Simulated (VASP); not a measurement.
# HfO2 (Fm-3m) in VASP: further runs, part 2 of 2

VASP 6.6.1. The steps go on from the part before.

## Step 3: Single point, PBE

File INCAR:

```
SYSTEM = HfO2
ALGO = Normal
EDIFF = 1E-6
ENCUT = 600
GGA = PE
GGA_COMPAT = .FALSE.
ISIF = 2
ISMEAR = 0
LASPH = .TRUE.
LCHARG = .TRUE.
LELF = .TRUE.
LREAL = .FALSE.
LVHAR = .TRUE.
LWAVE = .FALSE.
NBANDS = 18
NELM = 120
PREC = Accurate
SIGMA = 0.01
```

File KPOINTS:

```
k-points
0
G
  3 3 3
  0 0 0
```

File POSCAR:

```
HfO2
1.0
    0.0000000000      2.5139318800      2.5139318800
    2.5139318800      0.0000000000      2.5139318800
    2.5139318800      2.5139318800      0.0000000000
Hf O
1 2
Direct
    0.0000000000      0.0000000000      0.0000000000
    0.2500000000      0.2500000000      0.2500000000
    0.7500000000      0.7500000000      0.7500000000
```

Potentials or basis: VASP PAW PBE potentials, release 64 (Hf_pv, O).

Launch:

```
cat potpaw_PBE.64/Hf_pv/POTCAR potpaw_PBE.64/O/POTCAR > POTCAR
mpirun -np 1 vasp_std > vasp.out
```

OUTCAR:

```text
SYSTEM = HfO2
   EDIFF = 1E-6
   ENCUT = 600
   GGA = PE
   ISIF = 2
   ISMEAR = 0
   LASPH = .TRUE.
   LREAL = .FALSE.
   NELM = 120
   PREC = Accurate

 ion  position               nearest neighbor table
   1  0.000  0.000  0.000-   2 2.18   3 2.18   3 2.18   3 2.18   3 2.18   2 2.18   2 2.18   2 2.18

   2  0.250  0.250  0.250-   1 2.18   1 2.18   1 2.18   1 2.18
   3  0.750  0.750  0.750-   1 2.18   1 2.18   1 2.18   1 2.18

  LATTYP: Found a face centered cubic cell.
 ALAT       =     5.0278637600

  Lattice vectors:

 A1 = (   0.0000000000,   2.5139318800,   2.5139318800)
 A2 = (   2.5139318800,   0.0000000000,   2.5139318800)
 A3 = (   2.5139318800,   2.5139318800,   0.0000000000)

Analysis of symmetry for initial positions (statically):
=====================================================================
 Subroutine PRICEL returns:
 Original cell was already a primitive cell.

 Routine SETGRP: Setting up the symmetry group for a
 face centered cubic supercell.

 Subroutine GETGRP returns: Found 48 space group operations
 (whereof 48 operations were pure point group operations)
 out of a pool of 48 trial point group operations.

The static configuration has the point symmetry O_h .

Analysis of symmetry for dynamics (positions and initial velocities):
=====================================================================
 Subroutine PRICEL returns:
 Original cell was already a primitive cell.

 Routine SETGRP: Setting up the symmetry group for a
 face centered cubic supercell.

 Subroutine GETGRP returns: Found 48 space group operations
 (whereof 48 operations were pure point group operations)
 out of a pool of 48 trial point group operations.

The dynamic configuration has the point symmetry O_h .

 Subroutine INISYM returns: Found 48 space group operations
 (whereof 48 operations are pure point group operations),
 and found     1 'primitive' translations

----------------------------------------------------------------------------------------

                                     Primitive cell

  volume of cell :      31.7754

  direct lattice vectors                    reciprocal lattice vectors
     0.000000000  2.513931880  2.513931880    -0.198891626  0.198891626  0.198891626
     2.513931880  0.000000000  2.513931880     0.198891626 -0.198891626  0.198891626
     2.513931880  2.513931880  0.000000000     0.198891626  0.198891626 -0.198891626

  length of vectors
     3.555236560  3.555236560  3.555236560     0.344490402  0.344490402  0.344490402

  position of ions in fractional coordinates (direct lattice)
     0.000000000  0.000000000  0.000000000
     0.250000000  0.250000000  0.250000000
     0.750000000  0.750000000  0.750000000

  ion indices of the primitive-cell ions
   primitive index   ion index
                 1           1
                 2           2
                 3           3

----------------------------------------------------------------------------------------

 KPOINTS: k-points

Automatic generation of k-mesh.
 Grid dimensions read from file:
 generate k-points for:    3    3    3

 Generating k-lattice:

  Cartesian coordinates                     Fractional coordinates (reciprocal lattice)
    -0.066297209  0.066297209  0.066297209     0.333333333  0.000000000  0.000000000
     0.066297209 -0.066297209  0.066297209     0.000000000  0.333333333  0.000000000
     0.066297209  0.066297209 -0.066297209     0.000000000  0.000000000  0.333333333

  Length of vectors
     0.114830134  0.114830134  0.114830134

  Shift w.r.t. Gamma in fractional coordinates (k-lattice)
     0.000000000  0.000000000  0.000000000

 Subroutine IBZKPT returns following result:
 ===========================================

 Found      4 irreducible k-points:

 Following reciprocal coordinates:
            Coordinates               Weight
  0.000000  0.000000  0.000000      1.000000
  0.333333  0.000000  0.000000      8.000000
  0.333333  0.333333  0.000000      6.000000
 -0.333333  0.333333  0.000000     12.000000
   k-points           NKPTS =      4   k-points in BZ     NKDIM =      4   number of bands    NBANDS=     18
   number of dos      NEDOS =    301   number of ions     NIONS =      3
   total plane-waves  NPLWV =  21952
   dimension x,y,z NGX =    28 NGY =   28 NGZ =   28
   dimension x,y,z NGXF=    56 NGYF=   56 NGZF=   56
   ions per type =               1   2
   NGX,Y,Z   is equivalent  to a cutoff of  13.09, 13.09, 13.09 a.u.
   NGXF,Y,Z  is equivalent  to a cutoff of  26.19, 26.19, 26.19 a.u.
 SYSTEM =  HfO2
   PREC   = accura    normal or accurate (medium, high low for compatibility)
   ISTART =      0    job   : 0-new  1-cont  2-samecut
   ICHARG =      2    charge: 1-file 2-atom 10-const
   ISPIN  =      1    spin polarized calculation?
   LNONCOLLINEAR =      F non collinear calculations
   LSORBIT =      F    spin-orbit coupling
   LASPH  =      T    aspherical Exc in radial PAW
   ENCUT  =  600.0 eV  44.10 Ry    6.64 a.u.   7.10  7.10  7.10*2*pi/ulx,y,z
   NELM   =    120;   NELMIN=  2; NELMDL= -5     # of ELM steps
   EDIFF  = 0.1E-05   stopping-criterion for ELM
   LREAL  =      F    real-space projection
   EDIFFG = 0.1E-04   stopping-criterion for IOM
   NSW    =      0    number of steps for IOM
   IBRION =     -1    ionic relax: 0-MD 1-quasi-New 2-CG
   NFREE  =      0    steps in history (QN), initial steepest desc. (CG)
   ISIF   =      2    stress and relaxation
   ISYM   =      2    0-nonsym 1-usesym 2-fastsym
   POTIM  = 0.5000    time-step for ionic-motion
   TEBEG  =    0.0;   TEEND  =   0.0 temperature during run
   PSTRESS=    0.0 pullay stress
   NELECT =      22.0000    total number of electrons
   NUPDOWN=      -1.0000    fix difference up-down
   EMIN   =  10.00;   EMAX   =-10.00  energy-range for DOS
   EFERMI =   0.00;   METHOD = LEGACY
   ISMEAR =     0;   SIGMA  =   0.01  broadening in eV -4-tet -1-fermi 0-gaus
   EFERMI_NEDOS =   21; number of points for ismear=-14 and -15
   IALGO  =     38    algorithm
   IMIX   =      4    mixing-type and parameters
     AMIX     =   0.40;   BMIX     =  1.00
     AMIX_MAG =   1.60;   BMIX_MAG =  1.00
  volume/ion in A,a.u.               =      10.59        71.48
  Fermi-wavevector in a.u.,A,eV,Ry     =   1.448279  2.736850 28.538382  2.097512
  Thomas-Fermi vector in A             =   2.566138
   LORBIT       =      0    0 simple, 1 ext, 2 COOP (PROOUT), +10 PAW based schemes
   GGA     = PE    functional components
   LHFCALC =     F    Hartree Fock is set to
   AEXX    =    0.0000 exact exchange contribution
   IVDW    =     0    specifies the selected vdW correction
   LEPSILON=     F    determine dielectric tensor
   LRPA    =     F    only Hartree local field effects (RPA)
 non-spin polarized calculation
 Gauss-broadening in eV      SIGMA  =   0.01
  energy-cutoff  :      600.00
  volume of cell :       31.78
 maximum number of plane-waves:      1067
   NGX = 15   NGY = 15   NGZ = 15

 number of electron      21.9999995 magnetization

 Free energy of the ion-electron system (eV)
  ---------------------------------------------------
  ext. energy  EPLUGINS =         0.00000000
  ---------------------------------------------------
  free energy    TOTEN  =       -30.22489985 eV

  energy without entropy =      -30.22489985  energy(sigma->0) =      -30.22489985

 E-fermi :   3.9377     XC(G=0): -11.9698

 val. band max:        3.8796424157   @ k =   0.0000   0.0000   0.0000
 cond. band min:       8.4371828981   @ k =   0.0000   0.0000   0.0000
 fundamental gap:      4.5575404824
 Fermi energy:         3.9377399077

 k-point     1 :       0.0000    0.0000    0.0000
  band No.  band energies     occupation
      1     -25.0758      2.00000
      2     -25.0758      2.00000
      3     -25.0758      2.00000
      4     -14.3912      2.00000
      5     -11.2315      2.00000
      6      -1.0011      2.00000
[... 10 lines left out ...]
     17      15.2390      0.00000
     18      18.1518      0.00000

 k-point     2 :       0.3333    0.0000    0.0000
  band No.  band energies     occupation
      1     -25.4475      2.00000
      2     -25.1176      2.00000
      3     -25.1176      2.00000
      4     -13.3281      2.00000
      5     -11.9231      2.00000
      6      -0.1927      2.00000
[... 10 lines left out ...]
     17      14.3086      0.00000
     18      16.9871      0.00000

 k-point     3 :       0.3333    0.3333    0.0000
  band No.  band energies     occupation
      1     -25.4718      2.00000
      2     -25.1792      2.00000
      3     -25.1792      2.00000
      4     -12.7389      2.00000
      5     -12.3007      2.00000
      6      -0.9425      2.00000
[... 10 lines left out ...]
     17      14.3244      0.00000
     18      18.1070      0.00000

 k-point     4 :      -0.3333    0.3333    0.0000
  band No.  band energies     occupation
      1     -25.4212      2.00000
      2     -25.3886      2.00000
      3     -25.1693      2.00000
      4     -12.5372      2.00000
      5     -12.2271      2.00000
      6      -1.0359      2.00000
[... 10 lines left out ...]
     17      16.6873      0.00000
     18      18.0624      0.00000

------------------------ aborting loop because EDIFF is reached ----------------------------------------

  FORCE on cell =-STRESS in cart. coord.  units (eV):
  Direction    XX          YY          ZZ          XY          YZ          ZX
  --------------------------------------------------------------------------------------
  -------------------------------------------------------------------------------------
  Total        1.3477743      1.3477743      1.3477743      0.0000000     -0.0000000      0.0000000
  in kB       67.9574737     67.9574737     67.9574737      0.0000000     -0.0000000      0.0000000
  external PRESSURE =      67.9574737 kB  Pullay stress =       0.0000000 kB

 VOLUME and BASIS-vectors are now :
 -----------------------------------------------------------------------------
  energy-cutoff  :      600.00
  volume of cell :       31.78
      direct lattice vectors                 reciprocal lattice vectors
     0.000000000  2.513931880  2.513931880    -0.198891626  0.198891626  0.198891626
     2.513931880  0.000000000  2.513931880     0.198891626 -0.198891626  0.198891626
     2.513931880  2.513931880  0.000000000     0.198891626  0.198891626 -0.198891626

 POSITION                                       TOTAL-FORCE (eV/Angst)
 -----------------------------------------------------------------------------------
      0.00000      0.00000      0.00000        -0.000000     -0.000000     -0.000000
      1.25697      1.25697      1.25697        -0.000000     -0.000000      0.000000
      3.77090      3.77090      3.77090         0.000000      0.000000     -0.000000
 -----------------------------------------------------------------------------------
    total drift:                                0.000000      0.000000      0.000000

  FREE ENERGIE OF THE ION-ELECTRON SYSTEM (eV)
  ---------------------------------------------------
  free  energy   TOTEN  =       -30.2248998472 eV

  energy  without entropy=      -30.2248998472  energy(sigma->0) =      -30.22489985
```

OSZICAR:

```text
N       E                     dE             d eps       ncg     rms          rms(c)
DAV:   1     0.101975231249E+03    0.10198E+03   -0.12920E+04   144   0.133E+03
DAV:   2    -0.310488209965E+02   -0.13302E+03   -0.13049E+03   170   0.313E+02
DAV:   3    -0.359240827150E+02   -0.48753E+01   -0.48464E+01   180   0.500E+01
DAV:   4    -0.359616007943E+02   -0.37518E-01   -0.37505E-01   164   0.441E+00
DAV:   5    -0.359618155757E+02   -0.21478E-03   -0.21478E-03   178   0.341E-01    0.506E+01
DAV:   6    -0.303432634355E+02    0.56186E+01   -0.20435E+01   148   0.325E+01    0.437E+01
DAV:   7    -0.302579506087E+02    0.85313E-01   -0.61860E-01   156   0.659E+00    0.296E+01
DAV:   8    -0.302414200038E+02    0.16531E-01   -0.24117E-01   152   0.456E+00    0.824E+00
DAV:   9    -0.302247127299E+02    0.16707E-01   -0.54187E-02   148   0.194E+00    0.247E+00
DAV:  10    -0.302248515788E+02   -0.13885E-03   -0.30486E-03   148   0.429E-01    0.122E-01
DAV:  11    -0.302248888826E+02   -0.37304E-04   -0.15330E-04   154   0.109E-01    0.202E-01
DAV:  12    -0.302248991493E+02   -0.10267E-04   -0.40051E-05   144   0.422E-02    0.169E-02
DAV:  13    -0.302248998472E+02   -0.69786E-06   -0.16386E-06   158   0.100E-02
   1 F= -.30224900E+02 E0= -.30224900E+02  d E =-.137468E-17
```

It took 4.3 s on 1 thread of AMD EPYC 9R14 (Zen 4), shared host; peak memory 0.12 GiB.

Results:

```yaml
Free_energy: -30.2249 eV
Pressure: 6.8 GPa
Band_gap_on_the_k_mesh: 4.56 eV, direct
```

Levels at points of the mesh, in eV from the valence-band top:
| k point | band 9 | band 10 | band 11 | band 12 | band 13 | band 14 |
| --- | --- | --- | --- | --- | --- | --- |
| (0.00, 0.00, 0.00) | 0.00 | 0.00 | 0.00 | 4.56 | 4.56 | 6.66 |

Caveat: the k points lie up to 0.72 Å⁻¹ apart; spin-orbit coupling is left out, which moves the levels of the heavy elements. A k mesh can miss the band edges.
